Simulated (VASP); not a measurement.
Input of a VASP 6.6.1 run:

Contents of INCAR:

```
SYSTEM = AlN
ALGO     = Normal         ! electronic algorithm
EDIFF    = 1E-6           ! SCF threshold, eV
ENCUT    = 520            ! plane-wave cutoff, eV
ISIF     = 2              ! what is computed and relaxed
ISMEAR   = -1             ! smearing method
LASPH    = .True.         ! aspherical terms in the spheres
LCHARG   = .True.         ! write CHGCAR
LELF     = .True.         ! ELF
LREAL    = .False.        ! projectors in reciprocal space
LVHAR    = .True.       
LWAVE    = .False.        ! write WAVECAR
NBANDS   = 11             ! bands
NELM     = 100            ! most SCF steps
PREC     = Accurate       ! precision mode
SIGMA    = 0.02           ! smearing width, eV
```

The input KPOINTS:

```
k-points
0
Gamma
  8 8 8
  0 0 0
```

The input POSCAR:

```
AlN
1.0
    0.0000000000      1.9690000000      1.9690000000
    1.9690000000      0.0000000000      1.9690000000
    1.9690000000      1.9690000000      0.0000000000
Al N
1 1
Direct
    0.0000000000      0.0000000000      0.0000000000
    0.5000000000      0.5000000000      0.5000000000
```

Potentials or basis: VASP PAW LDA potentials, release 64 (Al, N).

Run with:

```console
$ cat potpaw_LDA.64/Al/POTCAR potpaw_LDA.64/N/POTCAR > POTCAR
$ mpirun -np 1 vasp_std > vasp.out
```

(1) Estimate the pressure.

(2) Estimate the band gap on the k mesh.

Results:

(1) 17.8 GPa.

(2) 5.04 eV, indirect (least direct gap 6.96 eV).
